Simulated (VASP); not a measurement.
# SiC (P6_3mc) in VASP: notebook, part 2 of 2

VASP 6.6.1. The steps go on from the part before.

**3. Single point, PBE**

This run uses another cell than the first one, of 10.89 Å³/atom, 1.037 times its volume.

Input file INCAR:

```
PREC = Accurate
ENCUT = 520
EDIFF = 1E-7
ISMEAR = 0
SIGMA = 0.02
LREAL = F
LASPH = T
NELM = 80
ALGO = Normal
ISIF = 2
LWAVE = F
LCHARG = T
GGA = PE
LELF = T
LVHAR = T
NBANDS = 16
```

Input file KPOINTS:

```
Automatic mesh
0
Gamma
  12 12 6
```

Input file POSCAR:

```
SiC
1.0
    3.1537752455      0.0000000000      0.0000000000
   -1.5768876227      2.7312494804      0.0000000000
    0.0000000000      0.0000000000      5.0560862986
Si C
2 2
Direct
    0.3333333333      0.6666666667      0.4984726701
    0.6666666667      0.3333333333      0.9984726701
    0.3333333333      0.6666666667      0.8765273299
    0.6666666667      0.3333333333      0.3765273299
```

Potentials or basis: VASP PAW PBE potentials, release 64 (Si, C).

Started as:

```sh
cat potpaw_PBE.64/Si/POTCAR potpaw_PBE.64/C/POTCAR > POTCAR
mpirun -np 1 vasp_std > vasp.out
```

OUTCAR:

```text
PREC = Accurate
   ENCUT = 520
   EDIFF = 1E-7
   ISMEAR = 0
   LREAL = F
   LASPH = T
   NELM = 80
   ISIF = 2
   GGA = PE

 ion  position               nearest neighbor table
   1  0.333  0.667  0.498-   3 1.91   4 1.92   4 1.92   4 1.92   2 3.12   2 3.12   2 3.12   2 3.12
                             2 3.12   2 3.12
   2  0.667  0.333  0.998-   4 1.91   3 1.92   3 1.92   3 1.92   1 3.12   1 3.12   1 3.12   1 3.12
                             1 3.12   1 3.12
   3  0.333  0.667  0.877-   1 1.91   2 1.92   2 1.92   2 1.92
   4  0.667  0.333  0.377-   2 1.91   1 1.92   1 1.92   1 1.92

  LATTYP: Found a hexagonal cell.
 ALAT       =     3.1537752455
 C/A-ratio  =     1.6031853588

  Lattice vectors:

 A1 = (   3.1537752455,   0.0000000000,   0.0000000000)
 A2 = (  -1.5768876227,   2.7312494804,   0.0000000000)
 A3 = (   0.0000000000,   0.0000000000,   5.0560862986)

Analysis of symmetry for initial positions (statically):
=====================================================================
 Subroutine PRICEL returns:
 Original cell was already a primitive cell.

 Routine SETGRP: Setting up the symmetry group for a
 hexagonal supercell.

 Subroutine GETGRP returns: Found 12 space group operations
 (whereof  6 operations were pure point group operations)
 out of a pool of 24 trial point group operations.

The static configuration has the point symmetry C_3v.
 The point group associated with its full space group is C_6v.

Analysis of symmetry for dynamics (positions and initial velocities):
=====================================================================
 Subroutine PRICEL returns:
 Original cell was already a primitive cell.

 Routine SETGRP: Setting up the symmetry group for a
 hexagonal supercell.

 Subroutine GETGRP returns: Found 12 space group operations
 (whereof  6 operations were pure point group operations)
 out of a pool of 24 trial point group operations.

The dynamic configuration has the point symmetry C_3v.
 The point group associated with its full space group is C_6v.

 Subroutine INISYM returns: Found 12 space group operations
 (whereof  6 operations are pure point group operations),
 and found     1 'primitive' translations

----------------------------------------------------------------------------------------

                                     Primitive cell

  volume of cell :      43.5518

  direct lattice vectors                    reciprocal lattice vectors
     3.153775245  0.000000000  0.000000000     0.317080300  0.183066396  0.000000000
    -1.576887623  2.731249480  0.000000000     0.000000000  0.366132793  0.000000000
     0.000000000  0.000000000  5.056086299     0.000000000  0.000000000  0.197781434

  length of vectors
     3.153775245  3.153775245  5.056086299     0.366132793  0.366132793  0.197781434

  position of ions in fractional coordinates (direct lattice)
     0.333333333  0.666666667  0.498472670
     0.666666667  0.333333333  0.998472670
     0.333333333  0.666666667  0.876527330
     0.666666667  0.333333333  0.376527330

  ion indices of the primitive-cell ions
   primitive index   ion index
                 1           1
                 2           2
                 3           3
                 4           4

----------------------------------------------------------------------------------------

 KPOINTS: Automatic mesh

Automatic generation of k-mesh.
 Grid dimensions read from file:
 generate k-points for:   12   12    6

 Generating k-lattice:

  Cartesian coordinates                     Fractional coordinates (reciprocal lattice)
     0.026423358  0.015255533  0.000000000     0.083333333  0.000000000  0.000000000
     0.000000000  0.030511066  0.000000000     0.000000000  0.083333333  0.000000000
     0.000000000  0.000000000  0.032963572     0.000000000  0.000000000  0.166666667

  Length of vectors
     0.030511066  0.030511066  0.032963572

  Shift w.r.t. Gamma in fractional coordinates (k-lattice)
     0.000000000  0.000000000  0.000000000

 Subroutine IBZKPT returns following result:
 ===========================================

 Found     76 irreducible k-points:

 Following reciprocal coordinates:
            Coordinates               Weight
  0.000000  0.000000  0.000000      1.000000
  0.083333  0.000000  0.000000      6.000000
  0.166667 -0.000000  0.000000      6.000000
  0.250000 -0.000000  0.000000      6.000000
  0.333333  0.000000  0.000000      6.000000
  0.416667  0.000000  0.000000      6.000000
[... 16 lines left out ...]
  0.250000 -0.000000  0.166667     12.000000
  0.333333  0.000000  0.166667     12.000000
 [... further k-points ...]
   k-points           NKPTS =     76   k-points in BZ     NKDIM =     76   number of bands    NBANDS=     16
   number of dos      NEDOS =    301   number of ions     NIONS =      4
   total plane-waves  NPLWV =  23040
   dimension x,y,z NGX =    24 NGY =   24 NGZ =   40
   dimension x,y,z NGXF=    48 NGYF=   48 NGZF=   80
   ions per type =               2   2
   NGX,Y,Z   is equivalent  to a cutoff of  12.65, 12.65, 13.15 a.u.
   NGXF,Y,Z  is equivalent  to a cutoff of  25.30, 25.30, 26.30 a.u.
 SYSTEM =  unknown system
   PREC   = accura    normal or accurate (medium, high low for compatibility)
   ISTART =      0    job   : 0-new  1-cont  2-samecut
   ICHARG =      2    charge: 1-file 2-atom 10-const
   ISPIN  =      1    spin polarized calculation?
   LNONCOLLINEAR =      F non collinear calculations
   LSORBIT =      F    spin-orbit coupling
   LASPH  =      T    aspherical Exc in radial PAW
   ENCUT  =  520.0 eV  38.22 Ry    6.18 a.u.   5.86  5.86  9.40*2*pi/ulx,y,z
   NELM   =     80;   NELMIN=  2; NELMDL= -5     # of ELM steps
   EDIFF  = 0.1E-06   stopping-criterion for ELM
   LREAL  =      F    real-space projection
   EDIFFG = 0.1E-05   stopping-criterion for IOM
   NSW    =      0    number of steps for IOM
   IBRION =     -1    ionic relax: 0-MD 1-quasi-New 2-CG
   NFREE  =      0    steps in history (QN), initial steepest desc. (CG)
   ISIF   =      2    stress and relaxation
   ISYM   =      2    0-nonsym 1-usesym 2-fastsym
   POTIM  = 0.5000    time-step for ionic-motion
   TEBEG  =    0.0;   TEEND  =   0.0 temperature during run
   PSTRESS=    0.0 pullay stress
   NELECT =      16.0000    total number of electrons
   NUPDOWN=      -1.0000    fix difference up-down
   EMIN   =  10.00;   EMAX   =-10.00  energy-range for DOS
   EFERMI =   0.00;   METHOD = LEGACY
   ISMEAR =     0;   SIGMA  =   0.02  broadening in eV -4-tet -1-fermi 0-gaus
   EFERMI_NEDOS =   21; number of points for ismear=-14 and -15
   IALGO  =     38    algorithm
   IMIX   =      4    mixing-type and parameters
     AMIX     =   0.40;   BMIX     =  1.00
     AMIX_MAG =   1.60;   BMIX_MAG =  1.00
  volume/ion in A,a.u.               =      10.89        73.48
  Fermi-wavevector in a.u.,A,eV,Ry     =   1.172499  2.215703 18.704675  1.374755
  Thomas-Fermi vector in A             =   2.308927
   LORBIT       =      0    0 simple, 1 ext, 2 COOP (PROOUT), +10 PAW based schemes
   GGA     = PE    functional components
   LHFCALC =     F    Hartree Fock is set to
   AEXX    =    0.0000 exact exchange contribution
   IVDW    =     0    specifies the selected vdW correction
   LEPSILON=     F    determine dielectric tensor
   LRPA    =     F    only Hartree local field effects (RPA)
 non-spin polarized calculation
 Gauss-broadening in eV      SIGMA  =   0.02
  energy-cutoff  :      520.00
  volume of cell :       43.55
 maximum number of plane-waves:      1194
 NGX is ok and might be reduce to    24
   NGX = 11   NGY = 11   NGZ = 19

 number of electron      16.0000001 magnetization

 Free energy of the ion-electron system (eV)
  ---------------------------------------------------
  ext. energy  EPLUGINS =         0.00000000
  ---------------------------------------------------
  free energy    TOTEN  =       -30.05157847 eV

  energy without entropy =      -30.05157847  energy(sigma->0) =      -30.05157847

 E-fermi :   7.8079     XC(G=0): -11.1243

 val. band max:        7.7145281428   @ k =   0.0000   0.0000   0.0000
 cond. band min:      10.1592573475   @ k =   0.3333   0.3333   0.0000
 fundamental gap:      2.4447292048
 Fermi energy:         7.8079121628

 k-point     1 :       0.0000    0.0000    0.0000
  band No.  band energies     occupation
      1      -7.4798      2.00000
      2      -3.9300      2.00000
      3      -0.6536      2.00000
      4       6.2382      2.00000
      5       6.2382      2.00000
      6       7.6373      2.00000
[... 433 lines left out ...]
      3       0.4659      2.00000
      4       2.2991      2.00000
      5       3.0093      2.00000
      6       4.7973      2.00000
[... 8 lines left out ...]
     15      18.6455      0.00000
     16      19.2535      0.00000

 [... further k-points ...]
[... 5 lines left out ...]
  --------------------------------------------------------------------------------------
  -------------------------------------------------------------------------------------
  Total       -2.9322883     -2.9322883      0.0030411     -0.0000000      0.0000000      0.0000000
  in kB     -107.8724787   -107.8724787      0.1118771     -0.0000000      0.0000000      0.0000000
  external PRESSURE =     -71.8776935 kB  Pullay stress =       0.0000000 kB

 VOLUME and BASIS-vectors are now :
 -----------------------------------------------------------------------------
  energy-cutoff  :      520.00
  volume of cell :       43.55
      direct lattice vectors                 reciprocal lattice vectors
     3.153775245  0.000000000  0.000000000     0.317080300  0.183066396  0.000000000
    -1.576887623  2.731249480  0.000000000     0.000000000  0.366132793  0.000000000
     0.000000000  0.000000000  5.056086299     0.000000000  0.000000000  0.197781434

 POSITION                                       TOTAL-FORCE (eV/Angst)
 -----------------------------------------------------------------------------------
     -0.00000      1.82083      2.52032         0.000000     -0.000000      0.000358
      1.57689      0.91042      5.04836        -0.000000     -0.000000      0.000358
     -0.00000      1.82083      4.43180         0.000000     -0.000000     -0.000358
      1.57689      0.91042      1.90375         0.000000      0.000000     -0.000358
 -----------------------------------------------------------------------------------
    total drift:                                0.000000      0.000000      0.000083

  FREE ENERGIE OF THE ION-ELECTRON SYSTEM (eV)
  ---------------------------------------------------
  free  energy   TOTEN  =       -30.0515784721 eV

  energy  without entropy=      -30.0515784721  energy(sigma->0) =      -30.05157847
```

OSZICAR:

```text
N       E                     dE             d eps       ncg     rms          rms(c)
DAV:   1     0.258283778290E+02    0.25828E+02   -0.72241E+03  2432   0.899E+02
DAV:   2    -0.308818156035E+02   -0.56710E+02   -0.52000E+02  3456   0.156E+02
DAV:   3    -0.334857913498E+02   -0.26040E+01   -0.25928E+01  3280   0.309E+01
DAV:   4    -0.335064836623E+02   -0.20692E-01   -0.20690E-01  2896   0.338E+00
DAV:   5    -0.335066983840E+02   -0.21472E-03   -0.21472E-03  3200   0.325E-01    0.118E+01
DAV:   6    -0.301107393475E+02    0.33960E+01   -0.62644E+00  3048   0.152E+01    0.521E+00
DAV:   7    -0.300682402896E+02    0.42499E-01   -0.10005E+00  3440   0.579E+00    0.238E+00
DAV:   8    -0.300526140170E+02    0.15626E-01   -0.42611E-02  2712   0.135E+00    0.592E-01
DAV:   9    -0.300511893206E+02    0.14247E-02   -0.73264E-03  3152   0.573E-01    0.127E-01
DAV:  10    -0.300515462155E+02   -0.35689E-03   -0.11172E-03  2968   0.191E-01    0.588E-02
DAV:  11    -0.300515766013E+02   -0.30386E-04   -0.11686E-04  2784   0.748E-02    0.139E-02
DAV:  12    -0.300515777417E+02   -0.11404E-05   -0.80568E-06  3136   0.180E-02    0.399E-03
DAV:  13    -0.300515784346E+02   -0.69288E-06   -0.56800E-07  2976   0.492E-03    0.239E-03
DAV:  14    -0.300515784721E+02   -0.37539E-07   -0.33015E-08  1928   0.115E-03
   1 F= -.30051578E+02 E0= -.30051578E+02  d E =-.444321E-14
```

Wall time 16 s (1 thread of Intel Xeon 6975P-C (Granite Rapids), shared host); peak memory 0.18 GiB.

What came out:

```yaml
Free_energy: -30.0516 eV
Pressure: -7.2 GPa
Band_gap_on_the_k_mesh: 2.44 eV, indirect (least direct gap 3.68 eV)
```

A k mesh can miss the band edges.

**4. Single point, PBE (biaxial strain in the a-b plane: +4.0 %)**

Input file INCAR:

```
SYSTEM = SiC
PREC     = Accurate       ! precision mode
ENCUT    = 520            ! plane-wave cutoff, eV
EDIFF    = 1E-6           ! SCF threshold, eV
ISMEAR   = 0              ! smearing method
SIGMA    = 0.02           ! smearing width, eV
LREAL    = .False.        ! projectors in reciprocal space
LASPH    = .True.         ! aspherical terms in the spheres
NELM     = 80             ! most SCF steps
ALGO     = Normal         ! electronic algorithm
ISIF     = 2              ! what is computed and relaxed
LWAVE    = .False.        ! write WAVECAR
LCHARG   = .False.        ! write CHGCAR
GGA      = PE             ! functional
NBANDS   = 16             ! bands
```

Input file KPOINTS:

```
Automatic mesh
0
Gamma
  12 12 6
  0 0 0
```

Input file POSCAR:

```
SiC
1.0
    3.2156139758      0.0000000000      0.0000000000
   -1.6078069879      2.7848033918      0.0000000000
    0.0000000000      0.0000000000      4.9525092775
Si C
2 2
Direct
    0.3333333333      0.6666666667      0.4984726701
    0.6666666667      0.3333333333      0.9984726701
    0.3333333333      0.6666666667      0.8765273299
    0.6666666667      0.3333333333      0.3765273299
```

Started as:

```sh
cat potpaw_PBE.64/Si/POTCAR potpaw_PBE.64/C/POTCAR > POTCAR
mpirun -np 1 vasp_std > vasp.out
```

Wall time 14 s (1 thread of Intel Xeon 6975P-C (Granite Rapids), shared host); peak memory 0.18 GiB.

The run converged. Its results:

```
Free energy            : -29.8588 eV
Pressure               : -9.7 GPa
Largest force          : 0.364 eV/Å
Band gap on the k mesh : 2.09 eV, indirect (least direct gap 3.16 eV)
```

Forces in eV/Å, atoms in the order of the input:
```
Si   0.000  0.000 -0.364
Si   0.000  0.000 -0.364
C    0.000  0.000  0.364
C    0.000  0.000  0.364
```

Stress tensor (GPa, compression positive):
```
-19.74   0.00   0.00
  0.00 -19.74   0.00
  0.00   0.00  10.26
```

Levels at points of the mesh, in eV from the valence-band top:
```
           k point  band 6  band 7  band 8  band 9  band 10  band 11
(0.00, 0.00, 0.00)   -0.17   -0.17    0.00    3.16     5.52     5.69
(0.50, 0.00, 0.00)   -3.60   -3.23   -1.17    2.09     4.42     6.21
(0.00, 0.00, 0.50)   -1.05   -1.05   -1.05    4.50     4.50     6.46
(0.50, 0.00, 0.50)   -2.62   -2.08   -2.08    3.09     3.09     5.21
```

Caveat: the cell differs from its parent crystal (biaxial strain in the a-b plane: +4.0 %). A k mesh can miss the band edges.

**5. Single point, PBE (biaxial strain in the a-b plane: +4.0 %, then relaxed in part)**

Input file INCAR:

```
PREC = Accurate
ENCUT = 520
EDIFF = 1E-6
ISMEAR = 0
SIGMA = 0.02
LREAL = F
LASPH = T
NELM = 80
ALGO = Normal
ISIF = 2
LWAVE = F
LCHARG = F
GGA = PE
NBANDS = 16
```

Input file KPOINTS:

```
Automatic mesh
0
Gamma
  12 12 6
```

Input file POSCAR:

```
SiC
1.0
    3.2156139758      0.0000000000      0.0000000000
   -1.6078069879      2.7848033918      0.0000000000
    0.0000000000      0.0000000000      5.0398316523
Si C
2 2
Direct
    0.3333333333      0.6666666667      0.4976168471
    0.6666666667      0.3333333333      0.9976168471
    0.3333333333      0.6666666667      0.8773831529
    0.6666666667      0.3333333333      0.3773831529
```

Started as:

```sh
cat potpaw_PBE.64/Si/POTCAR potpaw_PBE.64/C/POTCAR > POTCAR
mpirun -np 1 vasp_std > vasp.out
```

Wall time 14 s (1 thread of Intel Xeon 6975P-C (Granite Rapids), shared host); peak memory 0.18 GiB.

Results (log left out):

- Free energy: -29.8864 eV
- Pressure: -13.1 GPa
- Band gap on the k mesh: 2.17 eV, indirect (least direct gap 3.26 eV)

Stress tensor (GPa, compression positive):
```
-19.70   0.00   0.00
  0.00 -19.70   0.00
  0.00   0.00   0.05
```

Levels at points of the mesh, in eV from the valence-band top:
```csv
k point,band 6,band 7,band 8,band 9,band 10,band 11
"(0.00, 0.00, 0.00)",-0.20,-0.20,0.00,3.26,5.34,5.70
"(0.50, 0.00, 0.00)",-3.50,-3.15,-1.25,2.17,4.29,6.10
"(0.00, 0.00, 0.50)",-1.01,-1.01,-1.01,4.51,4.51,6.46
"(0.50, 0.00, 0.50)",-2.59,-2.13,-2.13,3.04,3.04,4.98
```

Caveat: the cell differs from its parent crystal (biaxial strain in the a-b plane: +4.0 %, then relaxed in part).

**6. Single point, PBE**

This run uses another cell than the first one, of 11.28 Å³/atom, 1.074 times its volume.

Input file INCAR:

```
SYSTEM = SiC
PREC = Accurate
ENCUT = 520
EDIFF = 1E-6
ISMEAR = 0
SIGMA = 0.02
LREAL = .False.
LASPH = .True.
NELM = 80
ALGO = Normal
ISIF = 2
LWAVE = .False.
LCHARG = .False.
GGA = PE
NBANDS = 16
```

Input file KPOINTS:

```
regular mesh
0
Gamma
  12 12 6
  0 0 0
```

POSCAR is that of step 5.

Potentials or basis: VASP PAW PBE potentials, release 64 (Si, C).

Started as:

```sh
cat potpaw_PBE.64/Si/POTCAR potpaw_PBE.64/C/POTCAR > POTCAR
mpirun -np 1 vasp_std > vasp.out
```

Run time: 14 s. Hardware: 1 thread of Intel Xeon 6975P-C (Granite Rapids), shared host; peak memory 0.17 GiB.

It converged, with:

```yaml
Free_energy: -29.8864 eV
Pressure: -13.1 GPa
Band_gap_on_the_k_mesh: 2.17 eV, indirect (least direct gap 3.26 eV)
```

Stress tensor (GPa, compression positive):
```
-19.70   0.00   0.00
  0.00 -19.70   0.00
  0.00   0.00   0.05
```

Levels at points of the mesh, in eV from the valence-band top:
```tsv
k point	band 4	band 5	band 6	band 7	band 8	band 9	band 10	band 11	band 12	band 13
(0.00, 0.00, 0.00)	-1.69	-1.69	-0.20	-0.20	0.00	3.26	5.34	5.70	5.70	7.47
(0.50, 0.00, 0.00)	-5.99	-5.25	-3.50	-3.15	-1.25	2.17	4.29	6.10	6.58	9.85
(0.00, 0.00, 0.50)	-4.04	-1.01	-1.01	-1.01	-1.01	4.51	4.51	6.46	6.46	6.46
(0.50, 0.00, 0.50)	-8.02	-2.59	-2.59	-2.13	-2.13	3.04	3.04	4.98	4.98	9.78
```

A k mesh can miss the band edges.

**7. Overview**

```tsv
level	potentials or basis	cell	gap on the mesh (eV)	pressure (GPa)
LDA	VASP PAW LDA potentials, release 64 (Si, C)	a = 3.092, b = 3.092, c = 5.074 Å, angles 90.0, 90.0, 120.0°, 4 atoms	2.18	-7.1
PBE	VASP PAW PBE potentials, release 64 (Si, C)	a = 3.154, b = 3.154, c = 5.056 Å, angles 90.0, 90.0, 120.0°, 4 atoms	2.44	-7.2
PBE	VASP PAW PBE potentials, release 64 (Si, C)	a = 3.216, b = 3.216, c = 4.953 Å, angles 90.0, 90.0, 120.0°, 4 atoms	2.09	-9.7
PBE	VASP PAW PBE potentials, release 64 (Si, C)	a = 3.216, b = 3.216, c = 5.040 Å, angles 90.0, 90.0, 120.0°, 4 atoms	2.17	-13.1
```

Alike in all rows: task single point; no spin polarisation; k mesh 12 × 12 × 6; cutoff (eV) 520; smearing gaussian 0.02 eV.

Total energies depend on the potentials used, so only differences within one code and one set of settings carry meaning.
